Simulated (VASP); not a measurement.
# H4C2O in VASP: further runs

The runs below take H4C2O through single point, with PBE+D3(BJ).

Everything below comes from runs of VASP 6.6.1. Logs are shortened: lines on timing, memory, paths and dates and some standing lists are left out, and cuts for length are marked.

## (1) The cell of the first run

The cell holds an amorphous packing of atoms, 21 atoms: a = 6.887 Å, b = 6.887 Å, c = 6.887 Å, α = 90.00°, β = 90.00°, γ = 90.00°.

## (2) Single point, PBE+D3(BJ)

File INCAR:

```
  PREC = Accurate
  ENCUT = 520
  EDIFF = 1E-7
  ISMEAR = -1
  SIGMA = 0.05
  LREAL = Auto
  LASPH = True
  NELM = 100
  ALGO = Normal
  ISIF = 2
  LWAVE = False
  LCHARG = False
  GGA = PE
  IVDW = 12
  NBANDS = 43
```

File KPOINTS:

```
Automatic mesh
0
Gamma
  1 1 1
```

File POSCAR:

```
H4C2O
1.0
    6.8873110000      0.0000000000      0.0000000000
    0.0000000000      6.8873110000      0.0000000000
    0.0000000000      0.0000000000      6.8873110000
C H O
6 12 3
Direct
    0.1251286605      0.9410348974      0.0141855072
    0.7391854383      0.1853408391      0.8271733337
    0.7469388271      0.5495032822      0.4331153334
    0.2268809990      0.5744041470      0.7024366984
    0.6889481250      0.7190179157      0.9123444549
    0.7069522489      0.0055754706      0.3418895996
    0.1998602938      0.8957487182      0.1416372805
   -0.0313039443      0.9593439297      0.0460992686
    0.1418841112      0.8416637495     -0.1043658403
    0.1663058340      1.0853001992     -0.0240296975
    0.8147301610      0.2247030808      0.9576451535
    0.5800376954      0.1717506295      0.8700057250
    0.8046681789      0.0609671902      0.7522239086
    0.7575670679      0.3106582525      0.7379803235
    0.8223238358      0.4159097796      0.4587566904
    0.7252322423      0.6088733324      0.5767417792
    0.6041254707      0.5239926003      0.3583982196
    0.8414604771      0.6489905857      0.3546522003
    0.2997831810      0.4279899659      0.6820949424
    0.5749704057      0.7748452190      1.0189753301
    0.5518409144     -0.0211258066      0.3898183195
```

Potentials or basis: VASP PAW PBE potentials, release 64 (C, H, O).

Command:

```bash
cat potpaw_PBE.64/C/POTCAR potpaw_PBE.64/H/POTCAR potpaw_PBE.64/O/POTCAR > POTCAR
mpirun -np 1 vasp_gam > vasp.out
```

OUTCAR:

```text
PREC = Accurate
   ENCUT = 520
   EDIFF = 1E-7
   ISMEAR = -1
   LREAL = Auto
   LASPH = True
   NELM = 100
   ISIF = 2
   GGA = PE
   IVDW = 12
 IVDW          = 12

 ion  position               nearest neighbor table
   1  0.125  0.941  0.014-   7 1.06  10 1.07   9 1.07   8 1.11
   2  0.739  0.185  0.827-  14 1.07  11 1.07  13 1.10  12 1.14
   3  0.747  0.550  0.433-  15 1.07  16 1.08  18 1.09  17 1.12
   4  0.227  0.574  0.702-  19 1.14
   5  0.689  0.719  0.912-  20 1.14
   6  0.707  0.006  0.342-  21 1.13
   7  0.200  0.896  0.142-   1 1.06
   8  0.969  0.959  0.046-   1 1.11
   9  0.142  0.842  0.896-   1 1.07
[... 10 lines left out ...]
  20  0.575  0.775  0.019-   5 1.14
  21  0.552  0.979  0.390-   6 1.13

  LATTYP: Found a simple cubic cell.
 ALAT       =     6.8873110000

  Lattice vectors:

 A1 = (   6.8873110000,   0.0000000000,   0.0000000000)
 A2 = (   0.0000000000,   6.8873110000,   0.0000000000)
 A3 = (   0.0000000000,   0.0000000000,   6.8873110000)

Analysis of symmetry for initial positions (statically):
=====================================================================
 Subroutine PRICEL returns:
 Original cell was already a primitive cell.

 Routine SETGRP: Setting up the symmetry group for a
 simple cubic supercell.

 Subroutine GETGRP returns: Found  1 space group operations
 (whereof  1 operations were pure point group operations)
 out of a pool of 48 trial point group operations.

The static configuration has the point symmetry C_1 .

Analysis of symmetry for dynamics (positions and initial velocities):
=====================================================================
 Subroutine PRICEL returns:
 Original cell was already a primitive cell.

 Routine SETGRP: Setting up the symmetry group for a
 simple cubic supercell.

 Subroutine GETGRP returns: Found  1 space group operations
 (whereof  1 operations were pure point group operations)
 out of a pool of 48 trial point group operations.

The dynamic configuration has the point symmetry C_1 .

 Subroutine INISYM returns: Found  1 space group operations
 (whereof  1 operations are pure point group operations),
 and found     1 'primitive' translations

----------------------------------------------------------------------------------------

                                     Primitive cell

  volume of cell :     326.7000

  direct lattice vectors                    reciprocal lattice vectors
     6.887311000  0.000000000  0.000000000     0.145194547  0.000000000  0.000000000
     0.000000000  6.887311000  0.000000000     0.000000000  0.145194547  0.000000000
     0.000000000  0.000000000  6.887311000     0.000000000  0.000000000  0.145194547

  length of vectors
     6.887311000  6.887311000  6.887311000     0.145194547  0.145194547  0.145194547

  position of ions in fractional coordinates (direct lattice)
     0.125128661  0.941034897  0.014185507
     0.739185438  0.185340839  0.827173334
     0.746938827  0.549503282  0.433115333
     0.226880999  0.574404147  0.702436698
     0.688948125  0.719017916  0.912344455
     0.706952249  0.005575471  0.341889600
[... 13 lines left out ...]
     0.574970406  0.774845219  0.018975330
     0.551840914  0.978874193  0.389818320

  ion indices of the primitive-cell ions
   primitive index   ion index
                 1           1
                 2           2
                 3           3
                 4           4
                 5           5
                 6           6
[... 13 lines left out ...]
                20          20
                21          21

----------------------------------------------------------------------------------------

 KPOINTS: Automatic mesh

Automatic generation of k-mesh.
 Grid dimensions read from file:
 generate k-points for:    1    1    1

 Generating k-lattice:

  Cartesian coordinates                     Fractional coordinates (reciprocal lattice)
     0.145194547  0.000000000  0.000000000     1.000000000  0.000000000  0.000000000
     0.000000000  0.145194547  0.000000000     0.000000000  1.000000000  0.000000000
     0.000000000  0.000000000  0.145194547     0.000000000  0.000000000  1.000000000

  Length of vectors
     0.145194547  0.145194547  0.145194547

  Shift w.r.t. Gamma in fractional coordinates (k-lattice)
     0.000000000  0.000000000  0.000000000

 Subroutine IBZKPT returns following result:
 ===========================================

 Found      1 irreducible k-points:

 Following reciprocal coordinates:
            Coordinates               Weight
  0.000000  0.000000  0.000000      1.000000
   k-points           NKPTS =      1   k-points in BZ     NKDIM =      1   number of bands    NBANDS=     43
   number of dos      NEDOS =    301   number of ions     NIONS =     21
   total plane-waves  NPLWV = 157464
   dimension x,y,z NGX =    54 NGY =   54 NGZ =   54
   dimension x,y,z NGXF=   108 NGYF=  108 NGZF=  108
   ions per type =               6  12   3
   NGX,Y,Z   is equivalent  to a cutoff of  13.03, 13.03, 13.03 a.u.
   NGXF,Y,Z  is equivalent  to a cutoff of  26.07, 26.07, 26.07 a.u.
 SYSTEM =  unknown system
   PREC   = accura    normal or accurate (medium, high low for compatibility)
   ISTART =      0    job   : 0-new  1-cont  2-samecut
   ICHARG =      2    charge: 1-file 2-atom 10-const
   ISPIN  =      1    spin polarized calculation?
   LNONCOLLINEAR =      F non collinear calculations
   LSORBIT =      F    spin-orbit coupling
   LASPH  =      T    aspherical Exc in radial PAW
   ENCUT  =  520.0 eV  38.22 Ry    6.18 a.u.  12.81 12.81 12.81*2*pi/ulx,y,z
   NELM   =    100;   NELMIN=  2; NELMDL= -5     # of ELM steps
   EDIFF  = 0.1E-06   stopping-criterion for ELM
   LREAL  =      T    real-space projection
   EDIFFG = 0.1E-05   stopping-criterion for IOM
   NSW    =      0    number of steps for IOM
   IBRION =     -1    ionic relax: 0-MD 1-quasi-New 2-CG
   NFREE  =      0    steps in history (QN), initial steepest desc. (CG)
   ISIF   =      2    stress and relaxation
   ISYM   =      2    0-nonsym 1-usesym 2-fastsym
   POTIM  = 0.5000    time-step for ionic-motion
   TEBEG  =    0.0;   TEEND  =   0.0 temperature during run
   PSTRESS=    0.0 pullay stress
   NELECT =      54.0000    total number of electrons
   NUPDOWN=      -1.0000    fix difference up-down
   EMIN   =  10.00;   EMAX   =-10.00  energy-range for DOS
   EFERMI =   0.00;   METHOD = LEGACY
   ISMEAR =    -1;   SIGMA  =   0.05  broadening in eV -4-tet -1-fermi 0-gaus
   EFERMI_NEDOS =   21; number of points for ismear=-14 and -15
   IALGO  =     38    algorithm
   IMIX   =      4    mixing-type and parameters
     AMIX     =   0.40;   BMIX     =  1.00
     AMIX_MAG =   1.60;   BMIX_MAG =  1.00
  volume/ion in A,a.u.               =      15.56       104.98
  Fermi-wavevector in a.u.,A,eV,Ry     =   0.898441  1.697808 10.982580  0.807197
  Thomas-Fermi vector in A             =   2.021151
   LORBIT       =      0    0 simple, 1 ext, 2 COOP (PROOUT), +10 PAW based schemes
   GGA     = PE    functional components
   LHFCALC =     F    Hartree Fock is set to
   AEXX    =    0.0000 exact exchange contribution
   IVDW    =    12    specifies the selected vdW correction
   LEPSILON=     F    determine dielectric tensor
   LRPA    =     F    only Hartree local field effects (RPA)
 non-spin polarized calculation
  energy-cutoff  :      520.00
  volume of cell :      326.70
 maximum number of plane-waves:      4367
 NGX is ok and might be reduce to    50
   NGX = 25   NGY = 25   NGZ = 25

 number of electron      54.0000000 magnetization

 Free energy of the ion-electron system (eV)
  ---------------------------------------------------
  ext. energy  EPLUGINS =         0.00000000
  ---------------------------------------------------
  free energy    TOTEN  =      -116.03969272 eV

  energy without entropy =     -116.03969272  energy(sigma->0) =     -116.03969272

 E-fermi :  -4.5511     XC(G=0):  -5.8128

 val. band max:       -5.7982201819   @ k =   0.0000   0.0000   0.0000
 cond. band min:       0.2972020220   @ k =   0.0000   0.0000   0.0000
 fundamental gap:      6.0954222040
 Fermi energy:        -4.5511182885

 k-point     1 :       0.0000    0.0000    0.0000
  band No.  band energies     occupation
      1     -26.7858      2.00000
      2     -26.6563      2.00000
      3     -26.5704      2.00000
      4     -14.7090      2.00000
      5     -14.5066      2.00000
      6     -14.2562      2.00000
[... 31 lines left out ...]
     38       4.6740      0.00000
     39       4.8982      0.00000
 [bands above 39 left out]

------------------------ aborting loop because EDIFF is reached ----------------------------------------

 Edisp (eV)   -0.78034

 E8    (eV) :    -0.1838

  FORCE on cell =-STRESS in cart. coord.  units (eV):
  Direction    XX          YY          ZZ          XY          YZ          ZX
  --------------------------------------------------------------------------------------
  -------------------------------------------------------------------------------------
  Total       0.30726     4.35862     3.54848    -0.77308    -0.67324     0.24194
  in kB       1.50683    21.37520    17.40219    -3.79126    -3.30163     1.18649
  external pressure =       13.43 kB  Pullay stress =        0.00 kB

 VOLUME and BASIS-vectors are now :
 -----------------------------------------------------------------------------
  energy-cutoff  :      520.00
  volume of cell :      326.70
      direct lattice vectors                 reciprocal lattice vectors
     6.887311000  0.000000000  0.000000000     0.145194547  0.000000000  0.000000000
     0.000000000  6.887311000  0.000000000     0.000000000  0.145194547  0.000000000
     0.000000000  0.000000000  6.887311000     0.000000000  0.000000000  0.145194547

 POSITION                                       TOTAL-FORCE (eV/Angst)
 -----------------------------------------------------------------------------------
      0.86180      6.48120      0.09770        -1.642704      0.306951      0.212358
      5.09100      1.27650      5.69700        -1.389080     -0.018882      0.463039
      5.14440      3.78460      2.98300        -0.781441      0.174483     -0.361905
      1.56260      3.95610      4.83790        -0.432560      0.698261     -0.085200
      4.74500      4.95210      6.28360         0.068742     -0.110127     -0.012679
      4.86900      0.03840      2.35470         0.997214      0.356242     -0.155414
[... 13 lines left out ...]
      3.96000      5.33660      0.13069        -0.156179     -0.143637     -0.080229
      3.80070      6.74181      2.68480        -1.138417     -0.079944      0.361395
 -----------------------------------------------------------------------------------
    total drift:                                0.009624      0.010391      0.003691

  FREE ENERGIE OF THE ION-ELECTRON SYSTEM (eV)
  ---------------------------------------------------
  free  energy   TOTEN  =      -116.8200310969 eV

  energy  without entropy=     -116.8200310969  energy(sigma->0) =     -116.82003110
```

It took 25 s on 1 thread of Intel Xeon 6975P-C (Granite Rapids), shared host; peak memory 0.34 GiB.

What came out:

| Property | Result |
| --- | --- |
| Free energy | -116.8200 eV |
| Pressure | 1.3 GPa |
| Largest force | 1.685 eV/Å |
| Band gap on the k mesh | 6.10 eV |
| Dispersion energy per atom | -0.037 eV |

Forces in eV/Å, atoms in the order of the input:
```
C   -1.643  0.307  0.212
C   -1.389 -0.019  0.463
C   -0.781  0.174 -0.362
C   -0.433  0.698 -0.085
C    0.069 -0.110 -0.013
C    0.997  0.356 -0.155
H    0.528 -0.376  0.817
H    0.370 -0.411  0.148
H    0.204 -0.338 -0.487
H    0.722  0.925 -0.453
H    0.587 -0.256  0.767
H    1.143 -0.237 -0.671
H   -0.256 -0.119  0.287
H   -0.177  0.761 -0.806
H    0.405 -0.904 -0.271
H   -0.329  0.383  0.399
H    0.840  0.187  0.339
H    0.033  0.080 -0.342
O    0.405 -0.879 -0.068
O   -0.156 -0.144 -0.080
O   -1.138 -0.080  0.361
```

Caveat: the k points lie up to 0.91 Å⁻¹ apart.

## (3) Single point, PBE+D3(BJ)

File INCAR:

```
SYSTEM = H4C2O
  ALGO = Normal
  EDIFF = 1E-6
  ENCUT = 520
  GGA = PE
  ISIF = 2
  ISMEAR = -1
  IVDW = 12
  LASPH = .TRUE.
  LCHARG = .FALSE.
  LREAL = Auto
  LWAVE = .FALSE.
  NBANDS = 43
  NELM = 80
  PREC = Accurate
  SIGMA = 0.05
```

File KPOINTS:

```
k-points
0
G
  1 1 1
  0 0 0
```

File POSCAR:

```
H4C2O
1.0
    6.8873110000      0.0000000000      0.0000000000
    0.0000000000      6.8873110000      0.0000000000
    0.0000000000      0.0000000000      6.8873110000
C H O
6 12 3
Direct
    0.1827563762      0.9399168994      0.1289908355
    0.7204263028      0.1815077031      0.8639946708
    0.8004865760      0.5071064745      0.4022905311
    0.2696553125      0.5855986466      0.6386817729
    0.6516476459      0.6846939248      0.8881840823
    0.6862765454      0.0711598474      0.4059203948
    0.2127245307      0.8733887580      0.2650236065
    0.0587311942      1.0363551174      0.1350890064
    0.1589735094      0.8198845674      0.0347160162
    0.3138815715      1.0207467036      0.0839514870
    0.6711617930      0.1160830402      0.9987206908
    0.5944409945      0.1841357244      0.7690664760
    0.8238193397      0.0863181581      0.7921233701
    0.7955209225      0.3240742287      0.8786448006
    0.9234663572      0.4333766836      0.3588483227
    0.7321144638      0.4366145220      0.5242975089
    0.6886867749      0.5117962584      0.2767117675
    0.8366254987      0.6582830367      0.4353222905
    0.2523481225      0.4194670460      0.6217230498
    0.5574309045      0.7738433766      0.9888474617
    0.5347079579      0.0076372332      0.3806710631
```

Potentials or basis: VASP PAW PBE potentials, release 64 (C, H, O).

Command:

```bash
cat potpaw_PBE.64/C/POTCAR potpaw_PBE.64/H/POTCAR potpaw_PBE.64/O/POTCAR > POTCAR
mpirun -np 1 vasp_gam > vasp.out
```

It took 23 s on 1 thread of Intel Xeon 6975P-C (Granite Rapids), shared host; peak memory 0.34 GiB.

The run converged. Its results:

- Free energy: -116.8438 eV
- Pressure: 0.7 GPa
- Largest force: 3.475 eV/Å
- Band gap on the k mesh: 6.00 eV
- Dispersion energy per atom: -0.036 eV

Forces in eV/Å, atoms in the order of the input:
```
C    0.621  0.824 -0.295
C    0.459  0.280 -0.346
C   -2.891  1.557 -1.140
C   -0.185 -1.386 -0.197
C    0.861 -0.686 -0.825
C   -0.145 -0.297 -0.163
H    0.081 -0.133  1.234
H   -0.363  0.138  0.084
H   -0.319 -0.622 -1.099
H   -0.433 -0.148 -0.005
H    0.263  0.147  0.452
H   -0.271  0.495 -0.197
H    0.314 -0.405  0.045
H   -0.639 -0.406  0.112
H    1.910 -1.255 -0.721
H   -0.122 -0.106  0.504
H    1.107 -0.147  1.143
H    0.019  0.130  0.186
O    0.163  1.371  0.167
O   -0.700  0.510  0.826
O    0.270  0.139  0.233
```

Stress tensor (GPa, compression positive):
```
 0.86 -1.32 -0.70
-1.32  0.02  0.59
-0.70  0.59  1.37
```

Levels at points of the mesh, in eV from the valence-band top:
| k point | band 23 | band 24 | band 25 | band 26 | band 27 | band 28 | band 29 | band 30 | band 31 | band 32 |
| --- | --- | --- | --- | --- | --- | --- | --- | --- | --- | --- |
| (0.00, 0.00, 0.00) | -0.54 | -0.49 | -0.39 | -0.21 | 0.00 | 6.00 | 6.29 | 6.58 | 6.68 | 6.73 |

Caveat: the k points lie up to 0.91 Å⁻¹ apart.

## (4) Single point, PBE+D3(BJ)

INCAR: that of step 3 with these lines changed.

```diff
@@ -13,3 +13,3 @@
   NBANDS = 43
-  NELM = 80
+  NELM = 60
   PREC = Accurate
```

KPOINTS is that of step 3.

File POSCAR:

```
H4C2O
1.0
    6.8873110000      0.0000000000      0.0000000000
    0.0000000000      6.8873110000      0.0000000000
    0.0000000000      0.0000000000      6.8873110000
C H O
6 12 3
Direct
    0.1381235725      0.9430676210      0.2224816042
    0.7355410551      0.2013848365      0.9164534606
    0.8584917975      0.5256332987      0.3374466464
    0.2958048504      0.5615253907      0.5422290354
    0.6616951086      0.6693904196      0.8663903808
    0.6927667416      0.0579471437      0.4292241195
    0.2187065460      0.8232240420      0.2914199751
    0.0583682079      1.0256542793      0.3281832344
    0.0315943334      0.8861223197      0.1231394952
    0.2347215045      1.0523265176      0.1486646966
    0.6172365383      0.2032433267      1.0244927229
    0.6778988200      0.2595207331      0.7890016873
    0.8028677665      0.0600960230      0.9004530215
    0.8518128483      0.3020482159      0.9745167599
    0.9577322703      0.4519035078      0.2501266459
    0.8570108131      0.4626914626      0.4830767770
    0.7046146166      0.5071064745      0.2789477635
    0.8963004575      0.6801928939      0.3394067728
    0.2168480558      0.4209335109      0.5780194912
    0.5402979479      0.7148363127      0.9666907738
    0.5276660223      0.0600379451      0.4330572556
```

Command:

```bash
cat potpaw_PBE.64/C/POTCAR potpaw_PBE.64/H/POTCAR potpaw_PBE.64/O/POTCAR > POTCAR
mpirun -np 1 vasp_gam > vasp.out
```

Run time: 21 s. Hardware: 1 thread of Intel Xeon 6975P-C (Granite Rapids), shared host; peak memory 0.34 GiB.

The run converged. Its results:

```
Free energy                : -116.9239 eV
Pressure                   : 0.9 GPa
Largest force              : 2.831 eV/Å
Band gap on the k mesh     : 6.19 eV
Dispersion energy per atom : -0.036 eV
```

Forces in eV/Å, atoms in the order of the input:
```
C    0.904  0.690 -0.321
C    1.136  0.719  2.395
C   -2.673  0.691  0.629
C    0.363  0.440 -0.112
C    1.301 -0.362 -0.994
C    0.579 -0.009  0.002
H    0.017  0.383 -0.169
H   -0.266  0.187  0.722
H   -0.232 -0.263 -0.632
H   -0.299 -0.871  0.209
H    0.203 -0.344 -0.026
H   -0.464  0.511 -1.812
H   -0.121 -0.406 -0.190
H   -0.700 -0.550 -0.475
H    1.209 -1.054 -1.166
H    0.140  0.155  0.150
H    1.203  0.230  0.275
H   -0.157 -0.014  0.235
O   -0.169 -0.543  0.224
O   -1.334  0.418  1.015
O   -0.639 -0.010  0.041
```

Stress tensor (GPa, compression positive):
```
 0.76 -0.85 -0.60
-0.85  0.08  0.40
-0.60  0.40  1.83
```

Levels at points of the mesh, in eV from the valence-band top:
```tsv
k point	band 25	band 26	band 27	band 28	band 29	band 30
(0.00, 0.00, 0.00)	-0.39	-0.17	0.00	6.19	6.41	6.47
```

Caveat: the k points lie up to 0.91 Å⁻¹ apart.
